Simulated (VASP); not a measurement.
# LiF (Fm-3m) in VASP: further runs

Runs on LiF. Level: PBE. Tasks: single point.

All numbers are computed with VASP 6.6.1; they aren't measurements. Logs are shortened: lines on timing, memory, paths and dates and some standing lists are left out, and cuts for length are marked.

## Step 1: The cell of the first run

Symmetry: Fm-3m, No. 225, cubic system. The conventional cell has a = 4.028 Å, b = 4.028 Å, c = 4.028 Å, α = 90.00°, β = 90.00°, γ = 90.00°. Li (site symmetry m-3m) has 6 F at 2.01 Å within 2.7 Å. Within 2.7 Å of F (site symmetry m-3m) lie 6 Li at 2.01 Å.

## Step 2: Single point, PBE

INCAR reads:

```
  ALGO = Normal
  EDIFF = 1E-6
  ENCUT = 520
  GGA = PE
  ISIF = 2
  ISMEAR = 0
  LASPH = T
  LCHARG = F
  LREAL = F
  LWAVE = F
  NBANDS = 12
  NELM = 80
  PREC = Accurate
  SIGMA = 0.05
```

KPOINTS reads:

```
k-points
0
Gamma
  10 10 10
```

POSCAR reads:

```
LiF
1.0
    0.0000000000      2.0140000000      2.0140000000
    2.0140000000      0.0000000000      2.0140000000
    2.0140000000      2.0140000000      0.0000000000
Li F
1 1
Direct
    0.0000000000      0.0000000000      0.0000000000
    0.5000000000      0.5000000000      0.5000000000
```

Potentials or basis: VASP PAW PBE potentials, release 64 (Li_sv, F).

The run is started by

```sh
$ cat potpaw_PBE.64/Li_sv/POTCAR potpaw_PBE.64/F/POTCAR > POTCAR
$ mpirun -np 1 vasp_std > vasp.out
```

OUTCAR:

```text
EDIFF = 1E-6
   ENCUT = 520
   GGA = PE
   ISIF = 2
   ISMEAR = 0
   LASPH = T
   LREAL = F
   NELM = 80
   PREC = Accurate

 ion  position               nearest neighbor table
   1  0.000  0.000  0.000-   2 2.01   2 2.01   2 2.01   2 2.01   2 2.01   2 2.01
   2  0.500  0.500  0.500-   1 2.01   1 2.01   1 2.01   1 2.01   1 2.01   1 2.01

  LATTYP: Found a face centered cubic cell.
 ALAT       =     4.0280000000

  Lattice vectors:

 A1 = (   0.0000000000,   2.0140000000,   2.0140000000)
 A2 = (   2.0140000000,   0.0000000000,   2.0140000000)
 A3 = (   2.0140000000,   2.0140000000,   0.0000000000)

Analysis of symmetry for initial positions (statically):
=====================================================================
 Subroutine PRICEL returns:
 Original cell was already a primitive cell.

 Routine SETGRP: Setting up the symmetry group for a
 face centered cubic supercell.

 Subroutine GETGRP returns: Found 48 space group operations
 (whereof 48 operations were pure point group operations)
 out of a pool of 48 trial point group operations.

The static configuration has the point symmetry O_h .

Analysis of symmetry for dynamics (positions and initial velocities):
=====================================================================
 Subroutine PRICEL returns:
 Original cell was already a primitive cell.

 Routine SETGRP: Setting up the symmetry group for a
 face centered cubic supercell.

 Subroutine GETGRP returns: Found 48 space group operations
 (whereof 48 operations were pure point group operations)
 out of a pool of 48 trial point group operations.

The dynamic configuration has the point symmetry O_h .

 Subroutine INISYM returns: Found 48 space group operations
 (whereof 48 operations are pure point group operations),
 and found     1 'primitive' translations

----------------------------------------------------------------------------------------

                                     Primitive cell

  volume of cell :      16.3384

  direct lattice vectors                    reciprocal lattice vectors
     0.000000000  2.014000000  2.014000000    -0.248262165  0.248262165  0.248262165
     2.014000000  0.000000000  2.014000000     0.248262165 -0.248262165  0.248262165
     2.014000000  2.014000000  0.000000000     0.248262165  0.248262165 -0.248262165

  length of vectors
     2.848226115  2.848226115  2.848226115     0.430002683  0.430002683  0.430002683

  position of ions in fractional coordinates (direct lattice)
     0.000000000  0.000000000  0.000000000
     0.500000000  0.500000000  0.500000000

  ion indices of the primitive-cell ions
   primitive index   ion index
                 1           1
                 2           2

----------------------------------------------------------------------------------------

 KPOINTS: k-points

Automatic generation of k-mesh.
 Grid dimensions read from file:
 generate k-points for:   10   10   10

 Generating k-lattice:

  Cartesian coordinates                     Fractional coordinates (reciprocal lattice)
    -0.024826216  0.024826216  0.024826216     0.100000000  0.000000000  0.000000000
     0.024826216 -0.024826216  0.024826216     0.000000000  0.100000000  0.000000000
     0.024826216  0.024826216 -0.024826216     0.000000000  0.000000000  0.100000000

  Length of vectors
     0.043000268  0.043000268  0.043000268

  Shift w.r.t. Gamma in fractional coordinates (k-lattice)
     0.000000000  0.000000000  0.000000000

 Subroutine IBZKPT returns following result:
 ===========================================

 Found     47 irreducible k-points:

 Following reciprocal coordinates:
            Coordinates               Weight
  0.000000  0.000000  0.000000      1.000000
  0.100000  0.000000  0.000000      8.000000
  0.200000  0.000000  0.000000      8.000000
  0.300000  0.000000  0.000000      8.000000
  0.400000  0.000000  0.000000      8.000000
  0.500000  0.000000  0.000000      4.000000
[... 16 lines left out ...]
  0.300000  0.300000  0.000000      6.000000
  0.400000  0.300000  0.000000     24.000000
 [... further k-points ...]
   k-points           NKPTS =     47   k-points in BZ     NKDIM =     47   number of bands    NBANDS=     12
   number of dos      NEDOS =    301   number of ions     NIONS =      2
   total plane-waves  NPLWV =  13824
   dimension x,y,z NGX =    24 NGY =   24 NGZ =   24
   dimension x,y,z NGXF=    48 NGYF=   48 NGZF=   48
   ions per type =               1   1
   NGX,Y,Z   is equivalent  to a cutoff of  14.01, 14.01, 14.01 a.u.
   NGXF,Y,Z  is equivalent  to a cutoff of  28.02, 28.02, 28.02 a.u.
 SYSTEM =  unknown system
   PREC   = accura    normal or accurate (medium, high low for compatibility)
   ISTART =      0    job   : 0-new  1-cont  2-samecut
   ICHARG =      2    charge: 1-file 2-atom 10-const
   ISPIN  =      1    spin polarized calculation?
   LNONCOLLINEAR =      F non collinear calculations
   LSORBIT =      F    spin-orbit coupling
   LASPH  =      T    aspherical Exc in radial PAW
   ENCUT  =  520.0 eV  38.22 Ry    6.18 a.u.   5.30  5.30  5.30*2*pi/ulx,y,z
   NELM   =     80;   NELMIN=  2; NELMDL= -5     # of ELM steps
   EDIFF  = 0.1E-05   stopping-criterion for ELM
   LREAL  =      F    real-space projection
   EDIFFG = 0.1E-04   stopping-criterion for IOM
   NSW    =      0    number of steps for IOM
   IBRION =     -1    ionic relax: 0-MD 1-quasi-New 2-CG
   NFREE  =      0    steps in history (QN), initial steepest desc. (CG)
   ISIF   =      2    stress and relaxation
   ISYM   =      2    0-nonsym 1-usesym 2-fastsym
   POTIM  = 0.5000    time-step for ionic-motion
   TEBEG  =    0.0;   TEEND  =   0.0 temperature during run
   PSTRESS=    0.0 pullay stress
   NELECT =      10.0000    total number of electrons
   NUPDOWN=      -1.0000    fix difference up-down
   EMIN   =  10.00;   EMAX   =-10.00  energy-range for DOS
   EFERMI =   0.00;   METHOD = LEGACY
   ISMEAR =     0;   SIGMA  =   0.05  broadening in eV -4-tet -1-fermi 0-gaus
   EFERMI_NEDOS =   21; number of points for ismear=-14 and -15
   IALGO  =     38    algorithm
   IMIX   =      4    mixing-type and parameters
     AMIX     =   0.40;   BMIX     =  1.00
     AMIX_MAG =   1.60;   BMIX_MAG =  1.00
  volume/ion in A,a.u.               =       8.17        55.13
  Fermi-wavevector in a.u.,A,eV,Ry     =   1.389970  2.626662 26.286674  1.932016
  Thomas-Fermi vector in A             =   2.513950
   LORBIT       =      0    0 simple, 1 ext, 2 COOP (PROOUT), +10 PAW based schemes
   GGA     = PE    functional components
   LHFCALC =     F    Hartree Fock is set to
   AEXX    =    0.0000 exact exchange contribution
   IVDW    =     0    specifies the selected vdW correction
   LEPSILON=     F    determine dielectric tensor
   LRPA    =     F    only Hartree local field effects (RPA)
 non-spin polarized calculation
 Gauss-broadening in eV      SIGMA  =   0.05
  energy-cutoff  :      520.00
  volume of cell :       16.34
 maximum number of plane-waves:       459
 NGX is ok and might be reduce to    24
   NGX = 11   NGY = 11   NGZ = 11

 number of electron      10.0000000 magnetization

 number of electron       9.9999992 magnetization

 Free energy of the ion-electron system (eV)
  ---------------------------------------------------
  ext. energy  EPLUGINS =         0.00000000
  ---------------------------------------------------
  free energy    TOTEN  =        -9.63754857 eV

  energy without entropy =       -9.63754857  energy(sigma->0) =       -9.63754857

 E-fermi :  -0.5941     XC(G=0):  -9.9825

 val. band max:       -1.0185886032   @ k =   0.0000   0.0000   0.0000
 cond. band min:       8.0685626890   @ k =   0.0000   0.0000   0.0000
 fundamental gap:      9.0871512922
 Fermi energy:        -0.5940911572

 k-point     1 :       0.0000    0.0000    0.0000
  band No.  band energies     occupation
      1     -41.9391      2.00000
      2     -20.9935      2.00000
      3      -1.0186      2.00000
      4      -1.0186      2.00000
      5      -1.0186      2.00000
      6       8.0686      0.00000
      7      22.9474      0.00000
      8      22.9474      0.00000
      9      22.9474      0.00000
     10      23.3054      0.00000
     11      23.3054      0.00000
     12      23.3054      0.00000

 k-point     2 :       0.1000    0.0000    0.0000
  band No.  band energies     occupation
      1     -41.9333      2.00000
      2     -20.9538      2.00000
      3      -1.3062      2.00000
      4      -1.0416      2.00000
      5      -1.0416      2.00000
      6       8.3627      0.00000
      7      20.2635      0.00000
      8      21.6928      0.00000
      9      21.6928      0.00000
     10      24.3505      0.00000
     11      24.3505      0.00000
     12      24.3982      0.00000

 k-point     3 :       0.2000    0.0000    0.0000
  band No.  band energies     occupation
      1     -41.9187      2.00000
      2     -20.8494      2.00000
      3      -1.9955      2.00000
      4      -1.1004      2.00000
      5      -1.1004      2.00000
      6       9.0146      0.00000
      7      17.7984      0.00000
      8      20.2006      0.00000
      9      20.2006      0.00000
     10      25.3699      0.00000
     11      25.7000      0.00000
     12      25.7000      0.00000
[... 286 lines left out ...]
 k-point    23 :       0.3000    0.3000    0.0000
  band No.  band energies     occupation
      1     -41.8898      2.00000
      2     -20.5755      2.00000
      3      -2.9198      2.00000
      4      -1.6806      2.00000
      5      -1.6806      2.00000
      6      11.2405      0.00000
      7      16.9129      0.00000
      8      18.0236      0.00000
      9      19.3940      0.00000
     10      19.3940      0.00000
     11      33.4601      0.00000
     12      33.5629      0.00000

 k-point    24 :       0.4000    0.3000    0.0000
  band No.  band energies     occupation
      1     -41.8789      2.00000
      2     -20.4652      2.00000
      3      -3.3352      2.00000
      4      -1.8905      2.00000
      5      -1.7788      2.00000
      6      12.0626      0.00000
      7      15.7708      0.00000
      8      17.5194      0.00000
      9      19.1436      0.00000
     10      20.2087      0.00000
     11      32.9007      0.00000
     12      33.8930      0.00000

 [... further k-points ...]
[... 5 lines left out ...]
  --------------------------------------------------------------------------------------
  -------------------------------------------------------------------------------------
  Total        0.1684272      0.1684272      0.1684272      0.0000000      0.0000000      0.0000000
  in kB       16.5163649     16.5163649     16.5163649      0.0000000      0.0000000      0.0000000
  external PRESSURE =      16.5163649 kB  Pullay stress =       0.0000000 kB

 VOLUME and BASIS-vectors are now :
 -----------------------------------------------------------------------------
  energy-cutoff  :      520.00
  volume of cell :       16.34
      direct lattice vectors                 reciprocal lattice vectors
     0.000000000  2.014000000  2.014000000    -0.248262165  0.248262165  0.248262165
     2.014000000  0.000000000  2.014000000     0.248262165 -0.248262165  0.248262165
     2.014000000  2.014000000  0.000000000     0.248262165  0.248262165 -0.248262165

 POSITION                                       TOTAL-FORCE (eV/Angst)
 -----------------------------------------------------------------------------------
      0.00000      0.00000      0.00000        -0.000000     -0.000000      0.000000
      2.01400      2.01400      2.01400         0.000000      0.000000     -0.000000
 -----------------------------------------------------------------------------------
    total drift:                               -0.000000     -0.000000      0.000000

  FREE ENERGIE OF THE ION-ELECTRON SYSTEM (eV)
  ---------------------------------------------------
  free  energy   TOTEN  =        -9.6375485747 eV

  energy  without entropy=       -9.6375485747  energy(sigma->0) =       -9.63754857
```

It took 6.5 s on 1 thread of Intel Xeon Platinum 8259CL at 2.50GHz (Skylake/Cascade Lake), shared host; peak memory 0.13 GiB.

What came out:

| Property | Result |
| --- | --- |
| Free energy | -9.6375 eV |
| Band gap on the k mesh | 9.09 eV, direct |

Levels at points of the mesh, in eV from the valence-band top:
```csv
k point,band 1,band 2,band 3,band 4,band 5,band 6,band 7,band 8,band 9,band 10
"(0.00, 0.00, 0.00)",-40.92,-19.97,0.00,0.00,0.00,9.09,23.97,23.97,23.97,24.32
"(0.50, 0.00, 0.00)",-40.86,-19.54,-2.52,-0.23,-0.23,10.77,16.74,18.90,18.90,30.37
"(0.50, 0.50, 0.00)",-40.85,-19.27,-3.00,-1.00,-1.00,14.81,16.47,17.45,20.24,20.24
```

Caveat: the cutoff is under 1.25 times the usual one of these potentials, so pressure, stress and relaxed cells hold a basis-set (Pulay) error.

## Step 3: Single point, PBE

INCAR reads:

```
SYSTEM = LiF
PREC = Accurate
ENCUT = 520
EDIFF = 1E-6
ISMEAR = 0
SIGMA = 0.05
LREAL = .FALSE.
LASPH = .TRUE.
NELM = 80
ALGO = Normal
ISIF = 2
LWAVE = .FALSE.
LCHARG = .TRUE.
GGA = PE
LELF = .TRUE.
LVHAR = .TRUE.
NBANDS = 12
```

KPOINTS reads:

```
Automatic mesh
0
G
  12 12 12
  0 0 0
```

POSCAR is that of step 2.

Potentials or basis: VASP PAW PBE potentials, release 64 (Li_sv, F).

The run is started by

```sh
$ cat potpaw_PBE.64/Li_sv/POTCAR potpaw_PBE.64/F/POTCAR > POTCAR
$ mpirun -np 1 vasp_std > vasp.out
```

Run time: 19 s. Hardware: 1 thread of Intel Xeon Platinum 8488C (Sapphire Rapids), shared host; peak memory 0.13 GiB.

The run converged. Its results:

```
Free energy            : -9.6376 eV
Band gap on the k mesh : 9.09 eV, direct
```

Levels at points of the mesh, in eV from the valence-band top:
| k point | band 1 | band 2 | band 3 | band 4 | band 5 | band 6 | band 7 | band 8 | band 9 | band 10 |
| --- | --- | --- | --- | --- | --- | --- | --- | --- | --- | --- |
| (0.00, 0.00, 0.00) | -40.92 | -19.97 | 0.00 | 0.00 | 0.00 | 9.09 | 23.97 | 23.97 | 23.97 | 24.32 |
| (0.50, 0.00, 0.00) | -40.86 | -19.54 | -2.52 | -0.23 | -0.23 | 10.77 | 16.74 | 18.90 | 18.90 | 30.37 |
| (0.50, 0.50, 0.00) | -40.85 | -19.27 | -3.00 | -1.00 | -1.00 | 14.81 | 16.47 | 17.45 | 20.24 | 20.24 |

Caveat: the cutoff is under 1.25 times the usual one of these potentials, so pressure, stress and relaxed cells hold a basis-set (Pulay) error. A k mesh can miss the band edges.
